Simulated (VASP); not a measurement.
# KBr (Fm-3m) in VASP: notebook

KBr is run at these levels: HSE06, PBE0; tasks: single point.

Program: VASP 6.6.1. These are calculated values, not measurements. Logs are shortened: lines on timing, memory, paths and dates and some standing lists are left out, and cuts for length are marked.

## 1. The cell of the first run

It takes space group Fm-3m (No. 225, cubic). The conventional cell has a = 6.604 Å, b = 6.604 Å, c = 6.604 Å, α = 90.00°, β = 90.00°, γ = 90.00°. K (site symmetry m-3m) has 6 Br at 3.30 Å within 4.3 Å. Br (site symmetry m-3m) has 6 K at 3.30 Å within 4.3 Å.

## 2. Single point, HSE06

Input file POSCAR:

```
KBr
1.0
    0.0000000000      3.3022478179      3.3022478179
    3.3022478179      0.0000000000      3.3022478179
    3.3022478179      3.3022478179      0.0000000000
K Br
1 1
Direct
    0.0000000000      0.0000000000      0.0000000000
    0.5000000000      0.5000000000      0.5000000000
```

Input file INCAR.step1:

```
SYSTEM = KBr
PREC = Accurate
ENCUT = 520
EDIFF = 1E-5
ISMEAR = 0
SIGMA = 0.01
LREAL = .False.
LASPH = .True.
NELM = 100
ALGO = Normal
ISIF = 2
LWAVE = .True.
LCHARG = .False.
NBANDS = 15
GGA = PE
```

Input file INCAR.step2:

```
SYSTEM = KBr
PREC = Accurate
ENCUT = 520
EDIFF = 1E-6
ISMEAR = 0
SIGMA = 0.01
LREAL = .False.
LASPH = .True.
NELM = 100
ALGO = Normal
ISIF = 2
LWAVE = .False.
LCHARG = .False.
GGA = PE
LHFCALC = .True.
HFSCREEN = 0.2079
PRECFOCK = Normal
NBANDS = 15
ISTART = 1
```

Input file KPOINTS:

```
regular mesh
0
Gamma
  4 4 4
  0 0 0
```

Potentials or basis: VASP PAW PBE potentials, release 64 (K_sv, Br).

Command:

```
cat potpaw_PBE.64/K_sv/POTCAR potpaw_PBE.64/Br/POTCAR > POTCAR
cp INCAR.step1 INCAR
mpirun -np 1 vasp_std > vasp.out
cp INCAR.step2 INCAR
mpirun -np 1 vasp_std > vasp.out
```

OUTCAR:

```text
SYSTEM = KBr
   PREC = Accurate
   ENCUT = 520
   EDIFF = 1E-6
   ISMEAR = 0
   LREAL = .False.
   LASPH = .True.
   NELM = 100
   ISIF = 2
   GGA = PE
   LHFCALC = .True.
   HFSCREEN = 0.2079
   PRECFOCK = Normal
   ISTART = 1

 ion  position               nearest neighbor table
   1  0.000  0.000  0.000-   2 3.30   2 3.30   2 3.30   2 3.30   2 3.30   2 3.30
   2  0.500  0.500  0.500-   1 3.30   1 3.30   1 3.30   1 3.30   1 3.30   1 3.30

  LATTYP: Found a face centered cubic cell.
 ALAT       =     6.6044956358

  Lattice vectors:

 A1 = (   0.0000000000,   3.3022478179,   3.3022478179)
 A2 = (   3.3022478179,   0.0000000000,   3.3022478179)
 A3 = (   3.3022478179,   3.3022478179,   0.0000000000)

Analysis of symmetry for initial positions (statically):
=====================================================================
 Subroutine PRICEL returns:
 Original cell was already a primitive cell.

 Routine SETGRP: Setting up the symmetry group for a
 face centered cubic supercell.

 Subroutine GETGRP returns: Found 48 space group operations
 (whereof 48 operations were pure point group operations)
 out of a pool of 48 trial point group operations.

The static configuration has the point symmetry O_h .

Analysis of symmetry for dynamics (positions and initial velocities):
=====================================================================
 Subroutine PRICEL returns:
 Original cell was already a primitive cell.

 Routine SETGRP: Setting up the symmetry group for a
 face centered cubic supercell.

 Subroutine GETGRP returns: Found 48 space group operations
 (whereof 48 operations were pure point group operations)
 out of a pool of 48 trial point group operations.

The dynamic configuration has the point symmetry O_h .

 Subroutine INISYM returns: Found 48 space group operations
 (whereof 48 operations are pure point group operations),
 and found     1 'primitive' translations

----------------------------------------------------------------------------------------

                                     Primitive cell

  volume of cell :      72.0210

  direct lattice vectors                    reciprocal lattice vectors
     0.000000000  3.302247818  3.302247818    -0.151412016  0.151412016  0.151412016
     3.302247818  0.000000000  3.302247818     0.151412016 -0.151412016  0.151412016
     3.302247818  3.302247818  0.000000000     0.151412016  0.151412016 -0.151412016

  length of vectors
     4.670083650  4.670083650  4.670083650     0.262253305  0.262253305  0.262253305

[... 84 lines left out ...]
  volume/ion in A,a.u.               =      36.01       243.01
  Fermi-wavevector in a.u.,A,eV,Ry     =   0.991506  1.873674 13.375661  0.983083
  Thomas-Fermi vector in A             =   2.123252
   LORBIT       =      0    0 simple, 1 ext, 2 COOP (PROOUT), +10 PAW based schemes
   GGA     = PE    functional components
   LHFCALC =     T    Hartree Fock is set to
   PRECFOCK=normal    Normal, Fast or Accurate (Low or Medium for compatibility)
   ENCUT4O =  -1.0   cutoff for four orbital integrals eV
   NKREDX  =     1    reduce k-point grid by
   NKREDY  =     1    reduce k-point grid by
   NKREDZ  =     1    reduce k-point grid by
   AEXX    =    0.2500 exact exchange contribution
   HFSCREEN=    0.2079 screening length (either q_TF or 0.3 A-1)
   HFSCREENC=   0.2079 screening length for correlation (either q_TF or 0.3 A-1)
   ENCUTFOCK=  -1.0 apply spherical cutoff to Coloumb kernel
   IVDW    =     0    specifies the selected vdW correction
   LEPSILON=     F    determine dielectric tensor
   LRPA    =     F    only Hartree local field effects (RPA)
 non-spin polarized calculation
 Gauss-broadening in eV      SIGMA  =   0.01
  energy-cutoff  :      520.00
  volume of cell :       72.02
 maximum number of plane-waves:      1964
 NGX is ok and might be reduce to    36
  NGX = 28; NGY = 28; NGZ = 28

 number of electron      15.9999997 magnetization

 Free energy of the ion-electron system (eV)
  ---------------------------------------------------
  ext. energy  EPLUGINS =         0.00000000
  ---------------------------------------------------
  free energy    TOTEN  =        -7.16947550 eV

  energy without entropy =       -7.16947550  energy(sigma->0) =       -7.16947550

 E-fermi :  -2.4648     XC(G=0):  -6.1767

 val. band max:       -2.6208003476   @ k =   0.0000   0.0000   0.0000
 cond. band min:       2.9724361333   @ k =   0.0000   0.0000   0.0000
 fundamental gap:      5.5932364809
 Fermi energy:        -2.4648111537

 k-point     1 :       0.0000    0.0000    0.0000
  band No.  band energies     occupation
      1     -32.5917      2.00000
      2     -15.9416      2.00000
      3     -14.7154      2.00000
      4     -14.7154      2.00000
      5     -14.7154      2.00000
      6      -2.6208      2.00000
      7      -2.6208      2.00000
      8      -2.6208      2.00000
      9       2.9724      0.00000
     10       6.3467      0.00000
     11       6.3467      0.00000
     12       6.3467      0.00000
     13       7.2967      0.00000
     14       7.2967      0.00000
[... 113 lines left out ...]
      2     -15.9254      2.00000
      3     -14.7797      2.00000
      4     -14.7797      2.00000
      5     -14.6161      2.00000
      6      -3.2417      2.00000
      7      -3.2417      2.00000
      8      -3.1779      2.00000
      9       6.0292      0.00000
     10       6.0292      0.00000
     11       6.9689      0.00000
     12       7.8896      0.00000
     13       9.5415      0.00000
     14       9.9570      0.00000
     15      10.1666      0.00000

------------------------ aborting loop because EDIFF is reached ----------------------------------------

  FORCE on cell =-STRESS in cart. coord.  units (eV):
  Direction    XX          YY          ZZ          XY          YZ          ZX
  --------------------------------------------------------------------------------------
  -------------------------------------------------------------------------------------
  Total        0.2026009      0.2026009      0.2026009     -0.0000000     -0.0000000     -0.0000000
  in kB        4.5070557      4.5070557      4.5070557     -0.0000000     -0.0000000     -0.0000000
  external PRESSURE =       4.5070557 kB  Pullay stress =       0.0000000 kB

 VOLUME and BASIS-vectors are now :
 -----------------------------------------------------------------------------
  energy-cutoff  :      520.00
  volume of cell :       72.02
      direct lattice vectors                 reciprocal lattice vectors
     0.000000000  3.302247818  3.302247818    -0.151412016  0.151412016  0.151412016
     3.302247818  0.000000000  3.302247818     0.151412016 -0.151412016  0.151412016
     3.302247818  3.302247818  0.000000000     0.151412016  0.151412016 -0.151412016

 POSITION                                       TOTAL-FORCE (eV/Angst)
 -----------------------------------------------------------------------------------
      0.00000      0.00000      0.00000         0.000000      0.000000      0.000000
      3.30225      3.30225      3.30225        -0.000000      0.000000     -0.000000
 -----------------------------------------------------------------------------------
    total drift:                                0.000000      0.000000      0.000000

  FREE ENERGIE OF THE ION-ELECTRON SYSTEM (eV)
  ---------------------------------------------------
  free  energy   TOTEN  =        -7.1694755030 eV

  energy  without entropy=       -7.1694755030  energy(sigma->0) =       -7.16947550
```

OUTCAR.step1:

```text
SYSTEM = KBr
   PREC = Accurate
   ENCUT = 520
   EDIFF = 1E-5
   ISMEAR = 0
   LREAL = .False.
   LASPH = .True.
[... 347 lines left out ...]
      0.00000      0.00000      0.00000        -0.000000     -0.000000     -0.000000
      3.30225      3.30225      3.30225         0.000000      0.000000      0.000000
 -----------------------------------------------------------------------------------
    total drift:                                0.000000      0.000000      0.000000

  FREE ENERGIE OF THE ION-ELECTRON SYSTEM (eV)
  ---------------------------------------------------
  free  energy   TOTEN  =        -6.2153567310 eV

  energy  without entropy=       -6.2153567310  energy(sigma->0) =       -6.21535673
```

It took 18 min on 1 thread of AMD EPYC 7R13, shared host; peak memory 0.32 GiB.

What came out:

* Free energy: -7.1695 eV
* Pressure: 0.5 GPa
* Band gap on the k mesh: 5.59 eV

Levels at points of the mesh, in eV from the valence-band top:
| k point | band 4 | band 5 | band 6 | band 7 | band 8 | band 9 | band 10 | band 11 | band 12 | band 13 |
| --- | --- | --- | --- | --- | --- | --- | --- | --- | --- | --- |
| (0.00, 0.00, 0.00) | -12.09 | -12.09 | 0.00 | 0.00 | 0.00 | 5.59 | 8.97 | 8.97 | 8.97 | 9.92 |
| (0.50, 0.00, 0.00) | -12.10 | -11.84 | -1.23 | -0.34 | -0.34 | 7.74 | 9.58 | 11.37 | 11.37 | 11.38 |
| (0.50, 0.50, 0.00) | -12.13 | -12.13 | -0.86 | -0.31 | -0.31 | 7.07 | 8.48 | 10.77 | 10.97 | 11.30 |

Caveat: the PAW data sets were made with another functional, which shifts forces and pressure a little.

## 3. Single point, PBE0

POSCAR is that of step 2.

Input file INCAR.step1:

```
SYSTEM = KBr
ALGO = Normal
EDIFF = 1E-5
ENCUT = 520
GGA = PE
ISIF = 2
ISMEAR = 0
LASPH = .True.
LCHARG = .False.
LREAL = .False.
LWAVE = .True.
NBANDS = 15
NELM = 100
PREC = Accurate
SIGMA = 0.01
```

Input file INCAR.step2:

```
SYSTEM = KBr
AEXX = 0.25
ALGO = Normal
EDIFF = 1E-6
ENCUT = 520
GGA = PE
ISIF = 2
ISMEAR = 0
ISTART = 1
LASPH = .True.
LCHARG = .False.
LHFCALC = .True.
LREAL = .False.
LWAVE = .False.
NBANDS = 15
NELM = 100
PREC = Accurate
PRECFOCK = Normal
SIGMA = 0.01
```

Input file KPOINTS:

```
k-points
0
Gamma
  4 4 4
  0 0 0
```

Potentials or basis: VASP PAW PBE potentials, release 64 (K_sv, Br).

Command:

```
cat potpaw_PBE.64/K_sv/POTCAR potpaw_PBE.64/Br/POTCAR > POTCAR
cp INCAR.step1 INCAR
mpirun -np 1 vasp_std > vasp.out
cp INCAR.step2 INCAR
mpirun -np 1 vasp_std > vasp.out
```

OUTCAR:

```text
SYSTEM = KBr
   AEXX = 0.25
   EDIFF = 1E-6
   ENCUT = 520
   GGA = PE
   ISIF = 2
   ISMEAR = 0
   ISTART = 1
   LASPH = .True.
   LHFCALC = .True.
   LREAL = .False.
   NELM = 100
   PREC = Accurate
   PRECFOCK = Normal

 ion  position               nearest neighbor table
   1  0.000  0.000  0.000-   2 3.30   2 3.30   2 3.30   2 3.30   2 3.30   2 3.30
   2  0.500  0.500  0.500-   1 3.30   1 3.30   1 3.30   1 3.30   1 3.30   1 3.30

  LATTYP: Found a face centered cubic cell.
 ALAT       =     6.6044956358

  Lattice vectors:

 A1 = (   0.0000000000,   3.3022478179,   3.3022478179)
[... 321 lines left out ...]

  FORCE on cell =-STRESS in cart. coord.  units (eV):
  Direction    XX          YY          ZZ          XY          YZ          ZX
  --------------------------------------------------------------------------------------
  -------------------------------------------------------------------------------------
  Total        0.1757162      0.1757162      0.1757162      0.0000000      0.0000000      0.0000000
  in kB        3.9089798      3.9089798      3.9089798      0.0000000      0.0000000      0.0000000
  external PRESSURE =       3.9089798 kB  Pullay stress =       0.0000000 kB

 VOLUME and BASIS-vectors are now :
 -----------------------------------------------------------------------------
  energy-cutoff  :      520.00
  volume of cell :       72.02
      direct lattice vectors                 reciprocal lattice vectors
     0.000000000  3.302247818  3.302247818    -0.151412016  0.151412016  0.151412016
     3.302247818  0.000000000  3.302247818     0.151412016 -0.151412016  0.151412016
     3.302247818  3.302247818  0.000000000     0.151412016  0.151412016 -0.151412016

 POSITION                                       TOTAL-FORCE (eV/Angst)
 -----------------------------------------------------------------------------------
      0.00000      0.00000      0.00000        -0.000000      0.000000     -0.000000
      3.30225      3.30225      3.30225         0.000000     -0.000000      0.000000
 -----------------------------------------------------------------------------------
    total drift:                                0.000000      0.000000     -0.000000

  FREE ENERGIE OF THE ION-ELECTRON SYSTEM (eV)
  ---------------------------------------------------
  free  energy   TOTEN  =        -7.6888803866 eV

  energy  without entropy=       -7.6888803866  energy(sigma->0) =       -7.68888039
```

Wall time 16 min (1 thread of AMD EPYC 7R13, shared host); peak memory 0.22 GiB.

What came out:

| Property | Result |
| --- | --- |
| Free energy | -7.6889 eV |
| Pressure | 0.4 GPa |
| Band gap on the k mesh | 6.32 eV |

Caveat: the PAW data sets were made with another functional, which shifts forces and pressure a little.
